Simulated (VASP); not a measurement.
# In (P6_3/mmc) in VASP: notebook

The runs below take In through single point, with HSE06, PBE-based screened hybrid, B3LYP, r2SCAN50.

All numbers are computed with VASP 6.6.1; they aren't measurements. Logs are shortened: lines on timing, memory, paths and dates and some standing lists are left out, and cuts for length are marked.

## Step 1: The cell of the first run

The structure is hexagonal, space group P6_3/mmc (No. 194). Conventional cell: a = 3.334 Å, b = 3.334 Å, c = 5.536 Å, α = 90.00°, β = 90.00°, γ = 120.00°. Within 4.4 Å of In (site symmetry -6m2) lie 12 In at 3.33 to 3.37 Å.

## Step 2: Single point, HSE06

POSCAR reads:

```
In
1.0
    3.3343570271      0.0000000000      0.0000000000
   -1.6671785135      2.8876378907      0.0000000000
    0.0000000000      0.0000000000      5.5358712403
In
2
Direct
    0.6666666667      0.3333333333      0.7500000000
    0.3333333333      0.6666666667      0.2500000000
```

INCAR.step1 reads:

```
SYSTEM = In
  PREC = Accurate
  ENCUT = 520
  EDIFF = 1E-5
  ISMEAR = -1
  SIGMA = 0.05
  LREAL = .FALSE.
  LASPH = .TRUE.
  NELM = 60
  ALGO = Normal
  ISIF = 2
  LWAVE = .TRUE.
  GGA = PE
  NBANDS = 20
```

INCAR.step2 reads:

```
SYSTEM = In
  PREC = Accurate
  ENCUT = 520
  EDIFF = 1E-6
  ISMEAR = -1
  SIGMA = 0.05
  LREAL = .FALSE.
  LASPH = .TRUE.
  NELM = 60
  ALGO = Normal
  ISIF = 2
  LWAVE = .FALSE.
  LCHARG = .TRUE.
  GGA = PE
  LHFCALC = .TRUE.
  HFSCREEN = 0.2079
  PRECFOCK = Normal
  LELF = .TRUE.
  LVHAR = .TRUE.
  ISTART = 1
  NBANDS = 20
```

KPOINTS reads:

```
regular mesh
0
G
  5 5 3
  0 0 0
```

Potentials or basis: VASP PAW PBE potentials, release 64 (In_d).

Started as:

```bash
$ cat potpaw_PBE.64/In_d/POTCAR > POTCAR
$ cp INCAR.step1 INCAR
$ mpirun -np 1 vasp_std > vasp.out
$ cp INCAR.step2 INCAR
$ mpirun -np 1 vasp_std > vasp.out
```

OUTCAR:

```text
SYSTEM = In
   PREC = Accurate
   ENCUT = 520
   EDIFF = 1E-6
   ISMEAR = -1
   LREAL = .FALSE.
   LASPH = .TRUE.
   NELM = 60
   ISIF = 2
   GGA = PE
   LHFCALC = .TRUE.
   HFSCREEN = 0.2079
   PRECFOCK = Normal
   ISTART = 1

 ion  position               nearest neighbor table
   1  0.667  0.333  0.750-   2 3.37   2 3.37   2 3.37   2 3.37   2 3.37   2 3.37
   2  0.333  0.667  0.250-   1 3.37   1 3.37   1 3.37   1 3.37   1 3.37   1 3.37

  LATTYP: Found a hexagonal cell.
 ALAT       =     3.3343570271
 C/A-ratio  =     1.6602514954

  Lattice vectors:

 A1 = (   3.3343570271,   0.0000000000,   0.0000000000)
 A2 = (  -1.6671785135,   2.8876378907,   0.0000000000)
 A3 = (   0.0000000000,   0.0000000000,   5.5358712403)

Analysis of symmetry for initial positions (statically):
=====================================================================
 Subroutine PRICEL returns:
 Original cell was already a primitive cell.

 Routine SETGRP: Setting up the symmetry group for a
 hexagonal supercell.

 Subroutine GETGRP returns: Found 24 space group operations
 (whereof 12 operations were pure point group operations)
 out of a pool of 24 trial point group operations.

The static configuration has the point symmetry D_3d.
 The point group associated with its full space group is D_6h.

Analysis of symmetry for dynamics (positions and initial velocities):
=====================================================================
 Subroutine PRICEL returns:
 Original cell was already a primitive cell.

 Routine SETGRP: Setting up the symmetry group for a
 hexagonal supercell.

 Subroutine GETGRP returns: Found 24 space group operations
 (whereof 12 operations were pure point group operations)
 out of a pool of 24 trial point group operations.

The dynamic configuration has the point symmetry D_3d.
 The point group associated with its full space group is D_6h.

 Subroutine INISYM returns: Found 24 space group operations
 (whereof 12 operations are pure point group operations),
 and found     1 'primitive' translations

----------------------------------------------------------------------------------------

                                     Primitive cell

  volume of cell :      53.3017

  direct lattice vectors                    reciprocal lattice vectors
     3.334357027  0.000000000  0.000000000     0.299907896  0.173151904  0.000000000
    -1.667178513  2.887637891  0.000000000     0.000000000  0.346303809  0.000000000
     0.000000000  0.000000000  5.535871240     0.000000000  0.000000000  0.180640040

  length of vectors
     3.334357027  3.334357027  5.535871240     0.346303809  0.346303809  0.180640040

  position of ions in fractional coordinates (direct lattice)
     0.666666667  0.333333333  0.750000000
     0.333333333  0.666666667  0.250000000

  ion indices of the primitive-cell ions
   primitive index   ion index
                 1           1
                 2           2

----------------------------------------------------------------------------------------

 KPOINTS: regular mesh

Automatic generation of k-mesh.
 Grid dimensions read from file:
 generate k-points for:    5    5    3

 Generating k-lattice:

  Cartesian coordinates                     Fractional coordinates (reciprocal lattice)
     0.059981579  0.034630381  0.000000000     0.200000000  0.000000000  0.000000000
     0.000000000  0.069260762  0.000000000     0.000000000  0.200000000  0.000000000
     0.000000000  0.000000000  0.060213347     0.000000000  0.000000000  0.333333333

  Length of vectors
     0.069260762  0.069260762  0.060213347

  Shift w.r.t. Gamma in fractional coordinates (k-lattice)
     0.000000000  0.000000000  0.000000000

 Subroutine IBZKPT returns following result:
 ===========================================

 Found     10 irreducible k-points:

 Following reciprocal coordinates:
            Coordinates               Weight
  0.000000  0.000000  0.000000      1.000000
  0.200000 -0.000000  0.000000      6.000000
  0.400000 -0.000000  0.000000      6.000000
  0.200000  0.200000  0.000000      6.000000
  0.400000  0.200000  0.000000      6.000000
  0.000000  0.000000  0.333333      2.000000
  0.200000 -0.000000  0.333333     12.000000
  0.400000 -0.000000  0.333333     12.000000
  0.200000  0.200000  0.333333     12.000000
  0.400000  0.200000  0.333333     12.000000
   k-points           NKPTS =     10   k-points in BZ     NKDIM =     75   number of bands    NBANDS=     20
   number of dos      NEDOS =    301   number of ions     NIONS =      2
   total plane-waves  NPLWV =  32928
   dimension x,y,z NGX =    28 NGY =   28 NGZ =   42
   dimension x,y,z NGXF=    56 NGYF=   56 NGZF=   84
   ions per type =               2
   NGX,Y,Z   is equivalent  to a cutoff of  13.96, 13.96, 12.61 a.u.
   NGXF,Y,Z  is equivalent  to a cutoff of  27.92, 27.92, 25.23 a.u.
 SYSTEM =  In
   PREC   = accura    normal or accurate (medium, high low for compatibility)
   ISTART =      1    job   : 0-new  1-cont  2-samecut
   ICHARG =      0    charge: 1-file 2-atom 10-const
   ISPIN  =      1    spin polarized calculation?
   LNONCOLLINEAR =      F non collinear calculations
   LSORBIT =      F    spin-orbit coupling
   LASPH  =      T    aspherical Exc in radial PAW
   ENCUT  =  520.0 eV  38.22 Ry    6.18 a.u.   6.20  6.20 10.29*2*pi/ulx,y,z
   NELM   =     60;   NELMIN=  2; NELMDL=  0     # of ELM steps
   EDIFF  = 0.1E-05   stopping-criterion for ELM
   LREAL  =      F    real-space projection
   EDIFFG = 0.1E-04   stopping-criterion for IOM
   NSW    =      0    number of steps for IOM
   IBRION =     -1    ionic relax: 0-MD 1-quasi-New 2-CG
   NFREE  =      0    steps in history (QN), initial steepest desc. (CG)
   ISIF   =      2    stress and relaxation
   ISYM   =      3    0-nonsym 1-usesym 2-fastsym
   POTIM  = 0.5000    time-step for ionic-motion
   TEBEG  =    0.0;   TEEND  =   0.0 temperature during run
   PSTRESS=    0.0 pullay stress
   NELECT =      26.0000    total number of electrons
   NUPDOWN=      -1.0000    fix difference up-down
   EMIN   =  10.00;   EMAX   =-10.00  energy-range for DOS
   EFERMI =   0.00;   METHOD = LEGACY
   ISMEAR =    -1;   SIGMA  =   0.05  broadening in eV -4-tet -1-fermi 0-gaus
   EFERMI_NEDOS =   21; number of points for ismear=-14 and -15
   IALGO  =     38    algorithm
   IMIX   =      1    mixing-type and parameters
     AMIX     =   0.40;   BMIX     =  1.00
     AMIX_MAG =   1.60;   BMIX_MAG =  1.00
  volume/ion in A,a.u.               =      26.65       179.85
  Fermi-wavevector in a.u.,A,eV,Ry     =   1.288702  2.435293 22.595898  1.660752
  Thomas-Fermi vector in A             =   2.420639
   LORBIT       =      0    0 simple, 1 ext, 2 COOP (PROOUT), +10 PAW based schemes
   GGA     = PE    functional components
   LHFCALC =     T    Hartree Fock is set to
   PRECFOCK=normal    Normal, Fast or Accurate (Low or Medium for compatibility)
   ENCUT4O =  -1.0   cutoff for four orbital integrals eV
   NKREDX  =     1    reduce k-point grid by
   NKREDY  =     1    reduce k-point grid by
   NKREDZ  =     1    reduce k-point grid by
   AEXX    =    0.2500 exact exchange contribution
   HFSCREEN=    0.2079 screening length (either q_TF or 0.3 A-1)
   HFSCREENC=   0.2079 screening length for correlation (either q_TF or 0.3 A-1)
   ENCUTFOCK=  -1.0 apply spherical cutoff to Coloumb kernel
   IVDW    =     0    specifies the selected vdW correction
   LEPSILON=     F    determine dielectric tensor
   LRPA    =     F    only Hartree local field effects (RPA)
 non-spin polarized calculation
  energy-cutoff  :      520.00
  volume of cell :       53.30
 maximum number of plane-waves:      1454
 NGX is ok and might be reduce to    28
  NGX = 20; NGY = 20; NGZ = 32

 number of electron      26.0000011 magnetization

 Free energy of the ion-electron system (eV)
  ---------------------------------------------------
  ext. energy  EPLUGINS =         0.00000000
  ---------------------------------------------------
  free energy    TOTEN  =        -5.83288699 eV

  energy without entropy =       -5.82242290  energy(sigma->0) =       -5.82765495

 E-fermi :   7.4949     XC(G=0):  -8.4209

 val. band max:        7.4602416343   @ k =   0.4000  -0.0000   0.3333
 cond. band min:       7.7406834721   @ k =   0.0000   0.0000   0.3333
 fundamental gap:      0.2804418377
 Fermi energy:         7.4949465126

 k-point     1 :       0.0000    0.0000    0.0000
  band No.  band energies     occupation
      1      -9.4594      2.00000
      2      -9.4075      2.00000
      3      -9.3829      2.00000
      4      -9.3829      2.00000
      5      -9.3572      2.00000
      6      -9.3572      2.00000
[... 12 lines left out ...]
     19      18.8774      0.00000
     20      19.4499      0.00000

 k-point     2 :       0.2000   -0.0000    0.0000
  band No.  band energies     occupation
      1      -9.4863      2.00000
      2      -9.3907      2.00000
      3      -9.3592      2.00000
      4      -9.3364      2.00000
      5      -9.3122      2.00000
      6      -9.2854      2.00000
[... 12 lines left out ...]
     19      18.4680      0.00000
     20      19.5054      0.00000

 k-point     3 :       0.4000   -0.0000    0.0000
  band No.  band energies     occupation
      1      -9.5808      2.00000
      2      -9.4568      2.00000
      3      -9.4366      2.00000
      4      -9.3644      2.00000
      5      -9.2600      2.00000
      6      -9.2558      2.00000
[... 12 lines left out ...]
     19      16.6524      0.00000
     20      18.3924      0.00000

 k-point     4 :       0.2000    0.2000    0.0000
  band No.  band energies     occupation
      1      -9.4430      2.00000
      2      -9.4330      2.00000
      3      -9.4258      2.00000
      4      -9.3595      2.00000
      5      -9.2917      2.00000
      6      -9.2497      2.00000
[... 107 lines left out ...]
 k-point     9 :       0.2000    0.2000    0.3333
  band No.  band energies     occupation
      1      -9.4612      2.00000
      2      -9.4289      2.00000
      3      -9.4111      2.00000
      4      -9.3408      2.00000
      5      -9.3185      2.00000
      6      -9.2478      2.00000
[... 12 lines left out ...]
     19      18.7405      0.00000
     20      18.8194      0.00000

 k-point    10 :       0.4000    0.2000    0.3333
  band No.  band energies     occupation
      1      -9.4671      2.00000
      2      -9.4562      2.00000
      3      -9.3786      2.00000
      4      -9.3763      2.00000
      5      -9.3437      2.00000
      6      -9.1947      2.00000
[... 12 lines left out ...]
     19      17.3477      0.00000
     20      19.6093      0.00000

------------------------ aborting loop because EDIFF is reached ----------------------------------------

  FORCE on cell =-STRESS in cart. coord.  units (eV):
  Direction    XX          YY          ZZ          XY          YZ          ZX
  --------------------------------------------------------------------------------------
  -------------------------------------------------------------------------------------
  Total       -0.0450732     -0.0450732     -0.0501873     -0.0000000      0.0000000      0.0000000
  in kB       -1.3548418     -1.3548418     -1.5085644     -0.0000000      0.0000000      0.0000000
  external PRESSURE =      -1.4060826 kB  Pullay stress =       0.0000000 kB

 VOLUME and BASIS-vectors are now :
 -----------------------------------------------------------------------------
  energy-cutoff  :      520.00
  volume of cell :       53.30
      direct lattice vectors                 reciprocal lattice vectors
     3.334357027  0.000000000  0.000000000     0.299907896  0.173151904  0.000000000
    -1.667178513  2.887637891  0.000000000     0.000000000  0.346303809  0.000000000
     0.000000000  0.000000000  5.535871240     0.000000000  0.000000000  0.180640040

 POSITION                                       TOTAL-FORCE (eV/Angst)
 -----------------------------------------------------------------------------------
      1.66718      0.96255      4.15190        -0.000000     -0.000000     -0.000000
     -0.00000      1.92509      1.38397         0.000000      0.000000      0.000000
 -----------------------------------------------------------------------------------
    total drift:                               -0.000000      0.000000     -0.000000

  FREE ENERGIE OF THE ION-ELECTRON SYSTEM (eV)
  ---------------------------------------------------
  free  energy   TOTEN  =        -5.8328869947 eV

  energy  without entropy=       -5.8224229048  energy(sigma->0) =       -5.82765495
```

Run time: 18 min. Hardware: 1 thread of Intel Xeon Platinum 8375C at 2.90GHz (Ice Lake), shared host; peak memory 0.28 GiB.

What came out:

```
Free energy            : -5.8329 eV
Pressure               : -0.1 GPa
Band gap on the k mesh : zero (band 13 reaches 8.52 eV, above the bottom of band 14 at 6.11 eV)
```

Caveat: the k points lie up to 0.44 Å⁻¹ apart; the PAW data sets were made with another functional, which shifts forces and pressure a little; spin-orbit coupling is left out, which moves the levels of the heavy elements.

## Step 3: Single point, PBE-based screened hybrid

This run uses another cell than the first one, of 26.74 Å³/atom, 1.003 times its volume.

POSCAR reads:

```
In
1.0
    3.3376025500      0.0000000000      0.0000000000
   -1.6688012750      2.8904485960      0.0000000000
    0.0000000000      0.0000000000      5.5440983673
In
2
Direct
    0.6666666667      0.3333333333      0.7500000000
    0.3333333333      0.6666666667      0.2500000000
```

INCAR.step1 reads:

```
ALGO = Normal
EDIFF = 1E-5
ENCUT = 520
GGA = PE
ISIF = 2
ISMEAR = -1
LASPH = True
LCHARG = False
LREAL = False
LWAVE = True
NBANDS = 20
NELM = 80
PREC = Accurate
SIGMA = 0.05
```

INCAR.step2 reads:

```
AEXX = 0.25
ALGO = Normal
EDIFF = 1E-6
ENCUT = 520
GGA = PE
HFSCREEN = 0.3
ISIF = 2
ISMEAR = -1
ISTART = 1
LASPH = True
LCHARG = False
LHFCALC = True
LREAL = False
LWAVE = False
NBANDS = 20
NELM = 80
PREC = Accurate
PRECFOCK = Normal
SIGMA = 0.05
```

KPOINTS reads:

```
k-points
0
Gamma
  5 5 3
```

Potentials or basis: VASP PAW PBE potentials, release 64 (In_d).

Started as:

```bash
$ cat potpaw_PBE.64/In_d/POTCAR > POTCAR
$ cp INCAR.step1 INCAR
$ mpirun -np 1 vasp_std > vasp.out
$ cp INCAR.step2 INCAR
$ mpirun -np 1 vasp_std > vasp.out
```

It took 13 min on 1 thread of Intel Xeon Platinum 8375C at 2.90GHz (Ice Lake), shared host; peak memory 0.28 GiB.

It converged, with:

| Item | Value |
| --- | --- |
| Free energy | -5.6809 eV |
| Pressure | -0.2 GPa |
| Band gap on the k mesh | zero (band 13 reaches 8.42 eV, above the bottom of band 14 at 6.12 eV) |

Levels at points of the mesh, in eV from the Fermi level:
```
           k point  band 10  band 11  band 12  band 13  band 14  band 15  band 16  band 17
(0.00, 0.00, 0.00)   -16.42   -10.65    -5.10    -3.90     8.87     8.87    10.63    10.68
```

Caveat: the k points lie up to 0.43 Å⁻¹ apart; the PAW data sets were made with another functional, which shifts forces and pressure a little; spin-orbit coupling is left out, which moves the levels of the heavy elements.

(Continued in part 2 of 2.)
